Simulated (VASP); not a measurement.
# Ga2O3 (eos) (R-3c) in VASP: a series of runs

Ga2O3 (eos) is run at these levels: LDA; tasks: single point.

Everything below comes from runs of VASP 6.6.1. Logs are shortened: lines on timing, memory, paths and dates and some standing lists are left out, and cuts for length are marked.

**1. The cell of the first run**

It takes space group R-3c (No. 167, trigonal). Conventional cell: a = 4.819 Å, b = 4.819 Å, c = 12.776 Å, α = 90.00°, β = 90.00°, γ = 120.00°. Ga (site symmetry 3) has 6 O at 1.85 to 2.00 Å within 2.5 Å. O (site symmetry 2) has 4 Ga at 1.85 to 2.00 Å within 2.5 Å.

**2. Single point, LDA (volume scaled by 0.91, then relaxed in part)**

INCAR

```
SYSTEM = Ga2O3
  ALGO = Normal
  EDIFF = 1E-7
  ENCUT = 520
  ISIF = 2
  ISMEAR = 0
  LASPH = .TRUE.
  LCHARG = .FALSE.
  LREAL = .FALSE.
  LWAVE = .FALSE.
  NBANDS = 55
  NELM = 80
  PREC = Accurate
  SIGMA = 0.02
```

KPOINTS

```
k-points
0
G
  6 6 6
  0 0 0
```

POSCAR

```
Ga2O3
1.0
    2.4094388176      1.3910901499      4.2586395016
   -2.4094388176      1.3910901499      4.2586395016
    0.0000000000     -2.7821802999      4.2586395016
Ga O
4 6
Direct
    0.8566362867      0.8566362867      0.8566362867
    0.6433637133      0.6433637133      0.6433637133
    0.1433637133      0.1433637133      0.1433637133
    0.3566362867      0.3566362867      0.3566362867
    0.0525133595      0.4474866405      0.7500000000
    0.7500000000      0.0525133595      0.4474866405
    0.4474866405      0.7500000000      0.0525133595
    0.9474866405      0.5525133595      0.2500000000
    0.2500000000      0.9474866405      0.5525133595
    0.5525133595      0.2500000000      0.9474866405
```

Potentials or basis: VASP PAW LDA potentials, release 64 (Ga_d, O).

The run is started by

```
> cat potpaw_LDA.64/Ga_d/POTCAR potpaw_LDA.64/O/POTCAR > POTCAR
> mpirun -np 1 vasp_std > vasp.out
```

OUTCAR:

```text
SYSTEM = Ga2O3
   EDIFF = 1E-7
   ENCUT = 520
   ISIF = 2
   ISMEAR = 0
   LASPH = .TRUE.
   LREAL = .FALSE.
   NELM = 80
   PREC = Accurate

 ion  position               nearest neighbor table
   1  0.857  0.857  0.857-   9 1.85  10 1.85   8 1.85   7 2.00   5 2.00   6 2.00   2 2.72   3 2.85
                             3 2.85   3 2.85
   2  0.643  0.643  0.643-  10 1.85   9 1.85   8 1.85   6 2.00   5 2.00   7 2.00   1 2.72   4 2.85
                             4 2.85   4 2.85
   3  0.143  0.143  0.143-   6 1.85   7 1.85   5 1.85  10 2.00   8 2.00   9 2.00   4 2.72   1 2.85
                             1 2.85   1 2.85
   4  0.357  0.357  0.357-   7 1.85   6 1.85   5 1.85   9 2.00   8 2.00  10 2.00   3 2.72   2 2.85
                             2 2.85   2 2.85
   5  0.053  0.447  0.750-   3 1.85   4 1.85   1 2.00   2 2.00
   6  0.750  0.053  0.447-   3 1.85   4 1.85   2 2.00   1 2.00
   7  0.447  0.750  0.053-   4 1.85   3 1.85   1 2.00   2 2.00
   8  0.947  0.553  0.250-   1 1.85   2 1.85   3 2.00   4 2.00
   9  0.250  0.947  0.553-   1 1.85   2 1.85   4 2.00   3 2.00
  10  0.553  0.250  0.947-   2 1.85   1 1.85   3 2.00   4 2.00

  LATTYP: Found a trigonal (rhomboedric) cell.
 ALAT       =     5.0868986254
 COS(alpha) =     0.5513004483

  Lattice vectors:

 A1 = (   2.4094388176,   1.3910901499,   4.2586395016)
 A2 = (  -2.4094388176,   1.3910901499,   4.2586395016)
 A3 = (   0.0000000000,  -2.7821802999,   4.2586395016)

Analysis of symmetry for initial positions (statically):
=====================================================================
 Subroutine PRICEL returns:
 Original cell was already a primitive cell.

 Routine SETGRP: Setting up the symmetry group for a
 trigonal (rhombohedral) supercell.

 Subroutine GETGRP returns: Found 12 space group operations
 (whereof  6 operations were pure point group operations)
 out of a pool of 12 trial point group operations.

The static configuration has the point symmetry S_6 .
 The point group associated with its full space group is D_3d.

Analysis of symmetry for dynamics (positions and initial velocities):
=====================================================================
 Subroutine PRICEL returns:
 Original cell was already a primitive cell.

 Routine SETGRP: Setting up the symmetry group for a
 trigonal (rhombohedral) supercell.

 Subroutine GETGRP returns: Found 12 space group operations
 (whereof  6 operations were pure point group operations)
 out of a pool of 12 trial point group operations.

The dynamic configuration has the point symmetry S_6 .
 The point group associated with its full space group is D_3d.

 Subroutine INISYM returns: Found 12 space group operations
 (whereof  6 operations are pure point group operations),
 and found     1 'primitive' translations

----------------------------------------------------------------------------------------

                                     Primitive cell

  volume of cell :      85.6433

  direct lattice vectors                    reciprocal lattice vectors
     2.409438818  1.391090150  4.258639502     0.207517201  0.119810112  0.078272259
    -2.409438818  1.391090150  4.258639502    -0.207517201  0.119810112  0.078272259
     0.000000000 -2.782180300  4.258639502     0.000000000 -0.239620224  0.078272259

  length of vectors
     5.086898625  5.086898625  5.086898625     0.252080143  0.252080143  0.252080143

  position of ions in fractional coordinates (direct lattice)
     0.856636287  0.856636287  0.856636287
     0.643363713  0.643363713  0.643363713
     0.143363713  0.143363713  0.143363713
     0.356636287  0.356636287  0.356636287
     0.052513359  0.447486641  0.750000000
     0.750000000  0.052513359  0.447486641
     0.447486641  0.750000000  0.052513359
     0.947486641  0.552513359  0.250000000
     0.250000000  0.947486641  0.552513359
     0.552513359  0.250000000  0.947486641

  ion indices of the primitive-cell ions
   primitive index   ion index
                 1           1
                 2           2
                 3           3
                 4           4
                 5           5
                 6           6
                 7           7
                 8           8
                 9           9
                10          10

----------------------------------------------------------------------------------------

 KPOINTS: k-points

Automatic generation of k-mesh.
 Grid dimensions read from file:
 generate k-points for:    6    6    6

 Generating k-lattice:

  Cartesian coordinates                     Fractional coordinates (reciprocal lattice)
     0.034586200  0.019968352  0.013045376     0.166666667  0.000000000  0.000000000
    -0.034586200  0.019968352  0.013045376     0.000000000  0.166666667  0.000000000
     0.000000000 -0.039936704  0.013045376    -0.000000000 -0.000000000  0.166666667

  Length of vectors
     0.042013357  0.042013357  0.042013357

  Shift w.r.t. Gamma in fractional coordinates (k-lattice)
     0.000000000  0.000000000  0.000000000

 Subroutine IBZKPT returns following result:
 ===========================================

 Found     32 irreducible k-points:

 Following reciprocal coordinates:
            Coordinates               Weight
  0.000000  0.000000  0.000000      1.000000
  0.166667 -0.000000  0.000000      6.000000
  0.333333 -0.000000  0.000000      6.000000
  0.500000  0.000000  0.000000      3.000000
  0.166667  0.166667  0.000000      6.000000
  0.333333  0.166667  0.000000     12.000000
[... 16 lines left out ...]
  0.500000  0.500000  0.166667      6.000000
 -0.333333  0.500000  0.166667     12.000000
 [... further k-points ...]
   k-points           NKPTS =     32   k-points in BZ     NKDIM =     32   number of bands    NBANDS=     55
   number of dos      NEDOS =    301   number of ions     NIONS =     10
   total plane-waves  NPLWV =  64000
   dimension x,y,z NGX =    40 NGY =   40 NGZ =   40
   dimension x,y,z NGXF=    80 NGYF=   80 NGZF=   80
   ions per type =               4   6
   NGX,Y,Z   is equivalent  to a cutoff of  13.07, 13.07, 13.07 a.u.
   NGXF,Y,Z  is equivalent  to a cutoff of  26.14, 26.14, 26.14 a.u.
 SYSTEM =  Ga2O3
   PREC   = accura    normal or accurate (medium, high low for compatibility)
   ISTART =      0    job   : 0-new  1-cont  2-samecut
   ICHARG =      2    charge: 1-file 2-atom 10-const
   ISPIN  =      1    spin polarized calculation?
   LNONCOLLINEAR =      F non collinear calculations
   LSORBIT =      F    spin-orbit coupling
   LASPH  =      T    aspherical Exc in radial PAW
   ENCUT  =  520.0 eV  38.22 Ry    6.18 a.u.   9.46  9.46  9.46*2*pi/ulx,y,z
   NELM   =     80;   NELMIN=  2; NELMDL= -5     # of ELM steps
   EDIFF  = 0.1E-06   stopping-criterion for ELM
   LREAL  =      F    real-space projection
   EDIFFG = 0.1E-05   stopping-criterion for IOM
   NSW    =      0    number of steps for IOM
   IBRION =     -1    ionic relax: 0-MD 1-quasi-New 2-CG
   NFREE  =      0    steps in history (QN), initial steepest desc. (CG)
   ISIF   =      2    stress and relaxation
   ISYM   =      2    0-nonsym 1-usesym 2-fastsym
   POTIM  = 0.5000    time-step for ionic-motion
   TEBEG  =    0.0;   TEEND  =   0.0 temperature during run
   PSTRESS=    0.0 pullay stress
   NELECT =      88.0000    total number of electrons
   NUPDOWN=      -1.0000    fix difference up-down
   EMIN   =  10.00;   EMAX   =-10.00  energy-range for DOS
   EFERMI =   0.00;   METHOD = LEGACY
   ISMEAR =     0;   SIGMA  =   0.02  broadening in eV -4-tet -1-fermi 0-gaus
   EFERMI_NEDOS =   21; number of points for ismear=-14 and -15
   IALGO  =     38    algorithm
   IMIX   =      4    mixing-type and parameters
     AMIX     =   0.40;   BMIX     =  1.00
     AMIX_MAG =   1.60;   BMIX_MAG =  1.00
  volume/ion in A,a.u.               =       8.56        57.79
  Fermi-wavevector in a.u.,A,eV,Ry     =   1.651979  3.121788 37.130787  2.729036
  Thomas-Fermi vector in A             =   2.740667
   LORBIT       =      0    0 simple, 1 ext, 2 COOP (PROOUT), +10 PAW based schemes
   GGA     = CA    functional components
   LHFCALC =     F    Hartree Fock is set to
   AEXX    =    0.0000 exact exchange contribution
   IVDW    =     0    specifies the selected vdW correction
   LEPSILON=     F    determine dielectric tensor
   LRPA    =     F    only Hartree local field effects (RPA)
 non-spin polarized calculation
 Gauss-broadening in eV      SIGMA  =   0.02
  energy-cutoff  :      520.00
  volume of cell :       85.64
 maximum number of plane-waves:      2322
 NGX is ok and might be reduce to    40
   NGX = 19   NGY = 19   NGZ = 19

 number of electron      88.0000003 magnetization

 Free energy of the ion-electron system (eV)
  ---------------------------------------------------
  ext. energy  EPLUGINS =         0.00000000
  ---------------------------------------------------
  free energy    TOTEN  =       -67.45912712 eV

  energy without entropy =      -67.45912712  energy(sigma->0) =      -67.45912712

 E-fermi :   5.8440     XC(G=0): -13.4506

 val. band max:        5.6887067417   @ k =  -0.1667   0.1667   0.0000
 cond. band min:       9.7941074559   @ k =   0.0000   0.0000   0.0000
 fundamental gap:      4.1054007142
 Fermi energy:         5.8439873262

 k-point     1 :       0.0000    0.0000    0.0000
  band No.  band energies     occupation
      1     -14.1895      2.00000
      2     -11.6196      2.00000
      3     -11.6196      2.00000
      4     -11.5433      2.00000
      5     -11.5433      2.00000
      6     -11.5140      2.00000
[... 47 lines left out ...]
     54      17.4894      0.00000
     55      19.2023      0.00000

 k-point     2 :       0.1667   -0.0000    0.0000
  band No.  band energies     occupation
      1     -14.0352      2.00000
      2     -11.7808      2.00000
      3     -11.6307      2.00000
      4     -11.6270      2.00000
      5     -11.5553      2.00000
      6     -11.4888      2.00000
[... 47 lines left out ...]
     54      18.1075      0.00000
     55      18.9690      0.00000
[... 1216 lines left out ...]
     54      18.4499      0.00000
     55      18.7778      0.00000

 k-point    24 :      -0.3333    0.5000    0.1667
  band No.  band energies     occupation
      1     -12.8725      2.00000
      2     -12.4663      2.00000
      3     -12.1029      2.00000
      4     -11.9204      2.00000
      5     -11.5916      2.00000
      6     -11.5329      2.00000
[... 47 lines left out ...]
     54      18.4025      0.00000
     55      18.8876      0.00000

 [... further k-points ...]
[... 5 lines left out ...]
  --------------------------------------------------------------------------------------
  -------------------------------------------------------------------------------------
  Total       16.4186741     16.4186741     15.9947844      0.0000000     -0.0000000      0.0000000
  in kB      307.1534211    307.1534211    299.2234767      0.0000000     -0.0000000      0.0000000
  external PRESSURE =     304.5101063 kB  Pullay stress =       0.0000000 kB

 VOLUME and BASIS-vectors are now :
 -----------------------------------------------------------------------------
  energy-cutoff  :      520.00
  volume of cell :       85.64
      direct lattice vectors                 reciprocal lattice vectors
     2.409438818  1.391090150  4.258639502     0.207517201  0.119810112  0.078272259
    -2.409438818  1.391090150  4.258639502    -0.207517201  0.119810112  0.078272259
     0.000000000 -2.782180300  4.258639502     0.000000000 -0.239620224  0.078272259

 POSITION                                       TOTAL-FORCE (eV/Angst)
 -----------------------------------------------------------------------------------
      0.00000     -0.00000     10.94432        -0.000000      0.000000     -0.020068
      0.00000     -0.00000      8.21956        -0.000000     -0.000000      0.020068
      0.00000     -0.00000      1.83160        -0.000000     -0.000000      0.020068
      0.00000     -0.00000      4.55636        -0.000000      0.000000     -0.020068
     -0.95166     -1.39109      5.32330        -0.030766     -0.000000     -0.000000
      1.68055     -0.12862      5.32330         0.015383     -0.026644     -0.000000
     -0.72889      1.51971      5.32330         0.015383      0.026644     -0.000000
      0.95166      1.39109      7.45262         0.030766     -0.000000     -0.000000
     -1.68055      0.12862      7.45262        -0.015383      0.026644     -0.000000
      0.72889     -1.51971      7.45262        -0.015383     -0.026644     -0.000000
 -----------------------------------------------------------------------------------
    total drift:                                0.000000      0.000000      0.000000

  FREE ENERGIE OF THE ION-ELECTRON SYSTEM (eV)
  ---------------------------------------------------
  free  energy   TOTEN  =       -67.4591271194 eV

  energy  without entropy=      -67.4591271194  energy(sigma->0) =      -67.45912712
```

Wall time 6.9 min (1 thread of AMD EPYC 7R43 (Zen 3), shared host); peak memory 0.22 GiB.

Results:

| Quantity | Value |
| --- | --- |
| Free energy | -67.4591 eV |
| Pressure | 30.5 GPa |
| Largest force | 0.031 eV/Å |
| Band gap on the k mesh | 4.11 eV, indirect (least direct gap 4.44 eV) |

Forces on the atoms (eV/Å):
```
Ga   0.000  0.000 -0.020
Ga   0.000  0.000  0.020
Ga   0.000  0.000  0.020
Ga   0.000  0.000 -0.020
O   -0.031  0.000  0.000
O    0.015 -0.027  0.000
O    0.015  0.027  0.000
O    0.031  0.000  0.000
O   -0.015  0.027  0.000
O   -0.015 -0.027  0.000
```

Stress tensor (GPa, compression positive):
```
30.72  0.00  0.00
 0.00 30.72  0.00
 0.00  0.00 29.92
```

**3. Single point, LDA (volume scaled by 0.94, then relaxed in part)**

INCAR

```
SYSTEM = Ga2O3
PREC = Accurate
ENCUT = 520
EDIFF = 1E-6
ISMEAR = 0
SIGMA = 0.02
LREAL = .FALSE.
LASPH = .TRUE.
NELM = 60
ALGO = Normal
ISIF = 2
LWAVE = .FALSE.
LCHARG = .TRUE.
GGA = CA
LELF = .TRUE.
LVHAR = .TRUE.
NBANDS = 55
```

KPOINTS

```
Automatic mesh
0
G
  6 6 6
  0 0 0
```

POSCAR

```
Ga2O3
1.0
    2.4311697674      1.4036365197      4.3207443638
   -2.4311697674      1.4036365197      4.3207443638
    0.0000000000     -2.8072730393      4.3207443638
Ga O
4 6
Direct
    0.8562517608      0.8562517608      0.8562517608
    0.6437482392      0.6437482392      0.6437482392
    0.1437482392      0.1437482392      0.1437482392
    0.3562517608      0.3562517608      0.3562517608
    0.0526466490      0.4473533510      0.7500000000
    0.7500000000      0.0526466490      0.4473533510
    0.4473533510      0.7500000000      0.0526466490
    0.9473533510      0.5526466490      0.2500000000
    0.2500000000      0.9473533510      0.5526466490
    0.5526466490      0.2500000000      0.9473533510
```

Potentials or basis: VASP PAW LDA potentials, release 64 (Ga_d, O).

The run is started by

```
> cat potpaw_LDA.64/Ga_d/POTCAR potpaw_LDA.64/O/POTCAR > POTCAR
> mpirun -np 1 vasp_std > vasp.out
```

Wall time 4.7 min (1 thread of AMD EPYC 7R43 (Zen 3), shared host); peak memory 0.25 GiB.

The run converged. Its results:

| Quantity | Value |
| --- | --- |
| Free energy | -67.8989 eV |
| Pressure | 19.5 GPa |
| Largest force | 0.025 eV/Å |
| Band gap on the k mesh | 3.74 eV, indirect (least direct gap 4.07 eV) |

Forces on the atoms (eV/Å):
```
Ga   0.000  0.000 -0.016
Ga   0.000  0.000  0.016
Ga   0.000  0.000  0.016
Ga   0.000  0.000 -0.016
O   -0.025  0.000  0.000
O    0.013 -0.022  0.000
O    0.013  0.022  0.000
O    0.025  0.000  0.000
O   -0.013  0.022  0.000
O   -0.013 -0.022  0.000
```

Stress tensor (GPa, compression positive):
```
19.67  0.00  0.00
 0.00 19.67  0.00
 0.00  0.00 19.01
```

Levels at points of the mesh, in eV from the valence-band top:
```
           k point  band 40  band 41  band 42  band 43  band 44  band 45  band 46  band 47  band 48  band 49
(0.00, 0.00, 0.00)    -0.35    -0.33    -0.33    -0.33    -0.33     3.74     7.16     7.35     9.42    10.88
(0.50, 0.00, 0.00)    -1.30    -1.10    -1.10    -0.16    -0.16     7.18     7.18     7.41     7.41    10.26
(0.50, 0.50, 0.00)    -1.19    -0.98    -0.70    -0.23    -0.14     7.47     7.53     8.10     8.59     9.25
(0.50, 0.50, 0.50)    -1.64    -0.35    -0.35    -0.35    -0.35     6.65     6.65     8.47     8.47     9.84
```

[end of part 1 of 2]
